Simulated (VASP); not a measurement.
Input of a VASP 6.6.1 run:

Contents of POSCAR:

```
KCl
1.0
    0.0000000000      2.9700038108      3.5640045729
    2.9700038108      0.0000000000      3.5640045729
    2.9700038108      2.9700038108      0.0000000000
K Cl
1 1
Direct
    0.0000000000      0.0000000000      0.0000000000
    0.5000000000      0.5000000000      0.5000000000
```

Contents of INCAR.step1:

```
PREC = Accurate
ENCUT = 520
ISMEAR = 0
SIGMA = 0.05
LREAL = F
LASPH = T
NELM = 60
NBANDS = 15
GGA = PE
ALGO = Normal
EDIFF = 1E-4
LWAVE = T
LCHARG = F
```

INCAR.step2

```
PREC = Accurate
ENCUT = 520
EDIFF = 1E-6
ISMEAR = 0
SIGMA = 0.05
LREAL = F
LASPH = T
NELM = 60
ALGO = Normal
ISIF = 2
LWAVE = F
LCHARG = F
METAGGA = R2SCAN
LMIXTAU = T
NBANDS = 15
ISTART = 1
```

Contents of KPOINTS:

```
Automatic mesh
0
Gamma
  8 8 8
```

Potentials or basis: VASP PAW PBE potentials, release 64 (K_sv, Cl).

Launch:

```sh
$ cat potpaw_PBE.64/K_sv/POTCAR potpaw_PBE.64/Cl/POTCAR > POTCAR
$ cp INCAR.step1 INCAR
$ mpirun -np 1 vasp_std > vasp.out
$ cp INCAR.step2 INCAR
$ mpirun -np 1 vasp_std > vasp.out
```

(1) Estimate the band gap on the k mesh.

(2) Predict the pressure.

Results:

(1) 5.62 eV, direct.

(2) 1.5 GPa.

Caveat: the PAW data sets were made with another functional, which shifts forces and pressure a little.
